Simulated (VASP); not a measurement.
Set up this calculation in VASP 6.6.1, as the native input.

| Property | Result |
| --- | --- |
| Task | single point |
| Functional | PBEsol |
| Potentials or basis | VASP PAW PBE potentials, release 64 (Pb_d, Te) |
| Cutoff | 500 eV |
| k mesh | 8 × 8 × 8 |
| Occupations | gaussian, width 0.05 eV |
| Spin | no spin polarisation |
| Dipole correction | no |
| Further INCAR settings | ALGO = Normal; EDIFF = 1e-06; NBANDS = 17 |

The structure of TePb lies in POSCAR:

```
TePb
1.0
    0.0000000000      3.6029069117      3.6029069117
    3.6029069117      0.0000000000      3.6029069117
    3.6029069117      3.6029069117      0.0000000000
Pb Te
1 1
Direct
    0.0000000000      0.0000000000      0.0000000000
    0.2569388415      0.2569388415      0.2430611585
```

This cell differs from its parent crystal: atom 2 (Te) moved 0.05 Å along z.

The input as run:

INCAR

```
  PREC = Accurate
  ENCUT = 500
  EDIFF = 1E-6
  ISMEAR = 0
  SIGMA = 0.05
  LREAL = F
  LASPH = T
  NELM = 120
  ALGO = Normal
  ISIF = 2
  LWAVE = F
  LCHARG = T
  GGA = PS
  LELF = T
  LVHAR = T
  NBANDS = 17
  GGA_COMPAT = F
```

KPOINTS

```
Automatic mesh
0
Gamma
  8 8 8
```

Potentials or basis: VASP PAW PBE potentials, release 64 (Pb_d, Te).

Launch:

```sh
$ cat potpaw_PBE.64/Pb_d/POTCAR potpaw_PBE.64/Te/POTCAR > POTCAR
$ mpirun -np 1 vasp_std > vasp.out
```

It gave:

```yaml
Pressure: 0.0 GPa
Largest_force: 0.161 eV/Å
Band_gap_on_the_k_mesh: 0.44 eV (least direct gap 1.11 eV)
```

Caveat: the cell differs from its parent crystal (atom 2 (Te) moved 0.05 Å along z); the PAW data sets were made with another functional, which shifts forces and pressure a little; spin-orbit coupling is left out, which moves the levels of the heavy elements.

Run time: 84 s on 1 thread of Intel(R) Xeon(R) 6975P-C (Granite Rapids) (shared host), peak memory 0.33 GiB.
